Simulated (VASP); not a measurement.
Runs of VASP 6.6.1 on TaN. The structure is that of space group Fm-3m (No. 225), or close to it. The cells are those of the table. 

```csv
task,level,cell,cutoff (eV),gap on the mesh (eV),pressure (GPa),relaxed volume (Å³/atom)
single point,PBE+D3(BJ),"a = 3.101 Å, angles 60.0°, 2 atoms",520,none,0.9,-
single point,r2SCAN+rVV10,"a = 3.102 Å, angles 60.0°, 2 atoms",520,none,2.7,-
relaxation of cell and atoms,PBE+D3(BJ),"relaxed from a = 3.082 Å, angles 60.0°, 2 atoms",600,none,-0.1,(a)
relaxation of cell and atoms,r2SCAN+rVV10,"relaxed from a = 3.082 Å, angles 60.0°, 2 atoms",600,none,-0.2,(b)
relaxation of cell and atoms,RPBE,"relaxed from a = 3.082 Å, angles 60.0°, 2 atoms",600,none,-0.1,10.95
single point,RPBE,"a = 3.138 Å, angles 60.0°, 2 atoms",520,none,0.7,-
```

Alike in all rows: potentials or basis VASP PAW PBE potentials, release 64 (Ta_pv, N); no spin polarisation; k mesh 11 × 11 × 11; smearing fermi-dirac 0.05 eV.

Estimate the missing entries.

(a) 10.57; (b) 10.64.

Caveats: spin-orbit coupling is left out, which moves the levels of the heavy elements; the PAW data sets were made with another functional, which shifts forces and pressure a little (some runs); pairwise dispersion overbinds metals, which lowers pressure and volume (some runs).

A k mesh can miss the band edges, and the runs leave out spin-orbit coupling on Ta.

A gap of «none» marks levels without a gap at the run's occupations.
